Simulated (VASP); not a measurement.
# Ir (Fm-3m) in VASP: notebook

Runs on Ir. Level: r2SCAN. Tasks: single point.

Program: VASP 6.6.1. These are calculated values, not measurements. Logs are shortened: lines on timing, memory, paths and dates and some standing lists are left out, and cuts for length are marked.

### Step 1. The cell of the first run

The structure is cubic, space group Fm-3m (No. 225). The conventional cell has a = 3.844 Å, b = 3.844 Å, c = 3.844 Å, α = 90.00°, β = 90.00°, γ = 90.00°. Ir (site symmetry m-3m) has 12 Ir at 2.72 Å within 3.6 Å.

### Step 2. Single point, r2SCAN

POSCAR

```
Ir
1.0
    1.9220887788      1.9220887788      0.0000000000
   -1.9220887788      1.9220887788      0.0000000000
    0.0000000000      0.0000000000      3.8441775576
Ir
2
Direct
    0.0000000000      0.0000000000      0.0000000000
    0.5000000000      0.5000000000      0.5000000000
```

INCAR.step1

```
  PREC = Accurate
  ENCUT = 520
  ISMEAR = 0
  SIGMA = 0.1
  LREAL = F
  LASPH = T
  NELM = 100
  NBANDS = 16
  GGA = PE
  ALGO = Normal
  EDIFF = 1E-4
  LWAVE = T
  LCHARG = F
```

INCAR.step2

```
  PREC = Accurate
  ENCUT = 520
  EDIFF = 1E-6
  ISMEAR = 0
  SIGMA = 0.1
  LREAL = F
  LASPH = T
  NELM = 100
  ALGO = Normal
  ISIF = 2
  LWAVE = F
  LCHARG = F
  METAGGA = R2SCAN
  LMIXTAU = T
  NBANDS = 16
  ISTART = 1
```

KPOINTS

```
Automatic mesh
0
Gamma
  20 20 14
```

Potentials or basis: VASP PAW PBE potentials, release 64 (Ir).

The run is started by

```console
> cat potpaw_PBE.64/Ir/POTCAR > POTCAR
> cp INCAR.step1 INCAR
> mpirun -np 1 vasp_std > vasp.out
> cp INCAR.step2 INCAR
> mpirun -np 1 vasp_std > vasp.out
```

OUTCAR:

```text
PREC = Accurate
   ENCUT = 520
   EDIFF = 1E-6
   ISMEAR = 0
   LREAL = F
   LASPH = T
   NELM = 100
   ISIF = 2
   METAGGA = R2SCAN
   ISTART = 1

 ion  position               nearest neighbor table
   1  0.000  0.000  0.000-   2 2.72   2 2.72   2 2.72   2 2.72   2 2.72   2 2.72   2 2.72   2 2.72

   2  0.500  0.500  0.500-   1 2.72   1 2.72   1 2.72   1 2.72   1 2.72   1 2.72   1 2.72   1 2.72

  LATTYP: Found a simple tetragonal cell.
 ALAT       =     2.7182440191
 C/A-ratio  =     1.4142135624

  Lattice vectors:

 A1 = (   1.9220887788,   1.9220887788,   0.0000000000)
 A2 = (  -1.9220887788,   1.9220887788,   0.0000000000)
 A3 = (   0.0000000000,   0.0000000000,   3.8441775576)

Analysis of symmetry for initial positions (statically):
=====================================================================
 Subroutine PRICEL returns following result:

  LATTYP: Found a face centered cubic cell.
 ALAT       =     3.8441775576

  Lattice vectors:

 A1 = (   0.0000000000,  -1.9220887788,  -1.9220887788)
 A2 = (   1.9220887788,   0.0000000000,  -1.9220887788)
 A3 = (   1.9220887788,  -1.9220887788,   0.0000000000)

   2 primitive cells build up your supercell.

 Routine SETGRP: Setting up the symmetry group for a
 simple tetragonal supercell.

 Subroutine GETGRP returns: Found 16 space group operations
 (whereof 16 operations were pure point group operations)
 out of a pool of 16 trial point group operations.

The static configuration has the point symmetry D_4h.

Analysis of symmetry for dynamics (positions and initial velocities):
=====================================================================
 Subroutine PRICEL returns following result:

  LATTYP: Found a face centered cubic cell.
 ALAT       =     3.8441775576

  Lattice vectors:

 A1 = (   0.0000000000,  -1.9220887788,  -1.9220887788)
 A2 = (   1.9220887788,   0.0000000000,  -1.9220887788)
 A3 = (   1.9220887788,  -1.9220887788,   0.0000000000)

   2 primitive cells build up your supercell.

 Routine SETGRP: Setting up the symmetry group for a
 simple tetragonal supercell.

 Subroutine GETGRP returns: Found 16 space group operations
 (whereof 16 operations were pure point group operations)
 out of a pool of 16 trial point group operations.

The dynamic configuration has the point symmetry D_4h.

 Subroutine INISYM returns: Found 16 space group operations
 (whereof 16 operations are pure point group operations),
 and found     2 'primitive' translations

----------------------------------------------------------------------------------------

                                     Primitive cell

  volume of cell :      14.2020

  direct lattice vectors                    reciprocal lattice vectors
     0.000000000 -1.922088779 -1.922088779    -0.260133666 -0.260133666 -0.260133666
     1.922088779  0.000000000 -1.922088779     0.260133666  0.260133666 -0.260133666
     1.922088779 -1.922088779  0.000000000     0.260133666 -0.260133666  0.260133666

  length of vectors
     2.718244019  2.718244019  2.718244019     0.450564726  0.450564726  0.450564726

  position of ions in fractional coordinates (direct lattice)
     0.000000000  0.000000000  0.000000000

  ion indices of the primitive-cell ions
   primitive index   ion index
                 1           1

----------------------------------------------------------------------------------------

 KPOINTS: Automatic mesh

Automatic generation of k-mesh.
 Grid dimensions read from file:
 generate k-points for:   20   20   14

 Generating k-lattice:

  Cartesian coordinates                     Fractional coordinates (reciprocal lattice)
     0.013006683  0.013006683  0.000000000     0.050000000  0.000000000  0.000000000
    -0.013006683  0.013006683  0.000000000     0.000000000  0.050000000  0.000000000
     0.000000000  0.000000000  0.018580976     0.000000000  0.000000000  0.071428571

  Length of vectors
     0.018394228  0.018394228  0.018580976

  Shift w.r.t. Gamma in fractional coordinates (k-lattice)
     0.000000000  0.000000000  0.000000000

 Subroutine IBZKPT returns following result:
 ===========================================

 Found    528 irreducible k-points:

 Following reciprocal coordinates:
            Coordinates               Weight
  0.000000  0.000000  0.000000      1.000000
  0.050000  0.000000  0.000000      4.000000
  0.100000  0.000000  0.000000      4.000000
  0.150000  0.000000  0.000000      4.000000
  0.200000  0.000000  0.000000      4.000000
  0.250000  0.000000  0.000000      4.000000
[... 16 lines left out ...]
  0.150000  0.100000  0.000000      8.000000
  0.200000  0.100000  0.000000      8.000000
 [... further k-points ...]
   k-points           NKPTS =    528   k-points in BZ     NKDIM =    528   number of bands    NBANDS=     16
   number of dos      NEDOS =    301   number of ions     NIONS =      2
   total plane-waves  NPLWV =  12000
   dimension x,y,z NGX =    20 NGY =   20 NGZ =   30
   dimension x,y,z NGXF=    40 NGYF=   40 NGZF=   60
   ions per type =               2
   NGX,Y,Z   is equivalent  to a cutoff of  12.23, 12.23, 12.97 a.u.
   NGXF,Y,Z  is equivalent  to a cutoff of  24.46, 24.46, 25.95 a.u.
 SYSTEM =  unknown system
   PREC   = accura    normal or accurate (medium, high low for compatibility)
   ISTART =      1    job   : 0-new  1-cont  2-samecut
   ICHARG =      0    charge: 1-file 2-atom 10-const
   ISPIN  =      1    spin polarized calculation?
   LNONCOLLINEAR =      F non collinear calculations
   LSORBIT =      F    spin-orbit coupling
   LASPH  =      T    aspherical Exc in radial PAW
   ENCUT  =  520.0 eV  38.22 Ry    6.18 a.u.   5.05  5.05  7.15*2*pi/ulx,y,z
   NELM   =    100;   NELMIN=  2; NELMDL=  0     # of ELM steps
   EDIFF  = 0.1E-05   stopping-criterion for ELM
   LREAL  =      F    real-space projection
   EDIFFG = 0.1E-04   stopping-criterion for IOM
   NSW    =      0    number of steps for IOM
   IBRION =     -1    ionic relax: 0-MD 1-quasi-New 2-CG
   NFREE  =      0    steps in history (QN), initial steepest desc. (CG)
   ISIF   =      2    stress and relaxation
   ISYM   =      2    0-nonsym 1-usesym 2-fastsym
   POTIM  = 0.5000    time-step for ionic-motion
   TEBEG  =    0.0;   TEEND  =   0.0 temperature during run
   PSTRESS=    0.0 pullay stress
   NELECT =      18.0000    total number of electrons
   NUPDOWN=      -1.0000    fix difference up-down
   EMIN   =  10.00;   EMAX   =-10.00  energy-range for DOS
   EFERMI =   0.00;   METHOD = LEGACY
   ISMEAR =     0;   SIGMA  =   0.10  broadening in eV -4-tet -1-fermi 0-gaus
   EFERMI_NEDOS =   21; number of points for ismear=-14 and -15
   IALGO  =     38    algorithm
   IMIX   =      4    mixing-type and parameters
     AMIX     =   0.40;   BMIX     =  1.00
     AMIX_MAG =   1.60;   BMIX_MAG =  1.00
  volume/ion in A,a.u.               =      14.20        95.84
  Fermi-wavevector in a.u.,A,eV,Ry     =   1.406173  2.657283 26.903123  1.977324
  Thomas-Fermi vector in A             =   2.528560
   LORBIT       =      0    0 simple, 1 ext, 2 COOP (PROOUT), +10 PAW based schemes
   METAGGA = R2SCAN    functional components
   LHFCALC =     F    Hartree Fock is set to
   AEXX    =    0.0000 exact exchange contribution
   IVDW    =     0    specifies the selected vdW correction
   LEPSILON=     F    determine dielectric tensor
   LRPA    =     F    only Hartree local field effects (RPA)
 non-spin polarized calculation
 Gauss-broadening in eV      SIGMA  =   0.10
  energy-cutoff  :      520.00
  volume of cell :       28.40
 maximum number of plane-waves:       784
   NGX = 11   NGY = 11   NGZ = 15

 number of electron      17.9999997 magnetization

 Free energy of the ion-electron system (eV)
  ---------------------------------------------------
  ext. energy  EPLUGINS =         0.00000000
  ---------------------------------------------------
  free energy    TOTEN  =      -104.73811606 eV

  energy without entropy =     -104.73018697  energy(sigma->0) =     -104.73415151

 E-fermi :  10.0871     XC(G=0): -15.3017

 val. band max:       10.0862917686   @ k =   0.3500   0.3500   0.4286
 cond. band min:      10.0879973034   @ k =   0.4500   0.0000   0.2857
 fundamental gap:      0.0017055347
 Fermi energy:        10.0870654346

 k-point     1 :       0.0000    0.0000    0.0000
  band No.  band energies     occupation
      1      -1.3769      2.00000
      2       1.9448      2.00000
      3       2.5258      2.00000
      4       6.1321      2.00000
      5       6.1321      2.00000
      6       6.1331      2.00000
[... 8 lines left out ...]
     15      22.4210      0.00000
     16      25.2200      0.00000

 k-point     2 :       0.0500    0.0000    0.0000
  band No.  band energies     occupation
      1      -1.2992      2.00000
      2       2.0040      2.00000
      3       2.5794      2.00000
      4       6.0851      2.00000
      5       6.1623      2.00000
      6       6.1759      2.00000
[... 8 lines left out ...]
     15      22.6137      0.00000
     16      25.3536      0.00000

 k-point     3 :       0.1000    0.0000    0.0000
  band No.  band energies     occupation
      1      -1.0699      2.00000
      2       2.1656      2.00000
      3       2.7485      2.00000
      4       5.9522      2.00000
      5       6.2524      2.00000
      6       6.2948      2.00000
[... 8 lines left out ...]
     15      23.1670      0.00000
     16      25.7397      0.00000

 k-point     4 :       0.1500    0.0000    0.0000
  band No.  band energies     occupation
      1      -0.6996      2.00000
      2       2.3918      2.00000
      3       3.0464      2.00000
      4       5.7558      2.00000
      5       6.4011      2.00000
      6       6.4575      2.00000
[... 8 lines left out ...]
     15      24.0207      0.00000
     16      26.3351      0.00000
[... 324 lines left out ...]
 k-point    22 :       0.1000    0.1000    0.0000
  band No.  band energies     occupation
      1      -0.7675      2.00000
      2       2.4061      2.00000
      3       2.9469      2.00000
      4       5.6788      2.00000
      5       6.4782      2.00000
      6       6.4793      2.00000
[... 8 lines left out ...]
     15      23.4938      0.00000
     16      26.2547      0.00000

 k-point    23 :       0.1500    0.1000    0.0000
  band No.  band energies     occupation
      1      -0.4043      2.00000
      2       2.6490      2.00000
      3       3.2203      2.00000
      4       5.4517      2.00000
      5       6.6688      2.00000
      6       6.6701      2.00000
[... 8 lines left out ...]
     15      23.8142      0.00000
     16      26.8463      0.00000

 k-point    24 :       0.2000    0.1000    0.0000
  band No.  band energies     occupation
      1       0.0774      2.00000
      2       2.9190      2.00000
      3       3.6078      2.00000
      4       5.2073      2.00000
      5       6.8170      2.00000
      6       6.9039      2.00000
[... 8 lines left out ...]
     15      24.4217      0.00000
     16      27.5759      0.00000

 [... further k-points ...]

------------------------ aborting loop because EDIFF is reached ----------------------------------------

  FORCE on cell =-STRESS in cart. coord.  units (eV):
  Direction    XX          YY          ZZ          XY          YZ          ZX
  --------------------------------------------------------------------------------------
  -------------------------------------------------------------------------------------
  Total        0.4321332      0.4321332      0.4526725      0.0000000     -0.0000000      0.0000000
  in kB       24.3751842     24.3751842     25.5337365      0.0000000     -0.0000000      0.0000000
  external PRESSURE =      24.7613683 kB  Pullay stress =       0.0000000 kB

 VOLUME and BASIS-vectors are now :
 -----------------------------------------------------------------------------
  energy-cutoff  :      520.00
  volume of cell :       28.40
      direct lattice vectors                 reciprocal lattice vectors
     1.922088779  1.922088779  0.000000000     0.260133666  0.260133666  0.000000000
    -1.922088779  1.922088779  0.000000000    -0.260133666  0.260133666  0.000000000
     0.000000000  0.000000000  3.844177558     0.000000000  0.000000000  0.260133666

 POSITION                                       TOTAL-FORCE (eV/Angst)
 -----------------------------------------------------------------------------------
      0.00000      0.00000      0.00000         0.000000     -0.000000      0.000000
      0.00000      1.92209      1.92209        -0.000000      0.000000     -0.000000
 -----------------------------------------------------------------------------------
    total drift:                               -0.000000      0.000000      0.000000

  FREE ENERGIE OF THE ION-ELECTRON SYSTEM (eV)
  ---------------------------------------------------
  free  energy   TOTEN  =      -104.7381160584 eV

  energy  without entropy=     -104.7301869659  energy(sigma->0) =     -104.73415151
```

Wall time 5.6 min (1 thread of AMD EPYC 9R45 (Zen 5), shared host); peak memory 0.28 GiB.

What came out:

```yaml
Free_energy: -104.7381 eV
Pressure: 2.5 GPa
Band_gap_on_the_k_mesh: zero (bands 9 and 10 overlap by 3.46 eV)
```

Caveat: the PAW data sets were made with another functional, which shifts forces and pressure a little; spin-orbit coupling is left out, which moves the levels of the heavy elements.

(Part 1 of 2 ends here.)
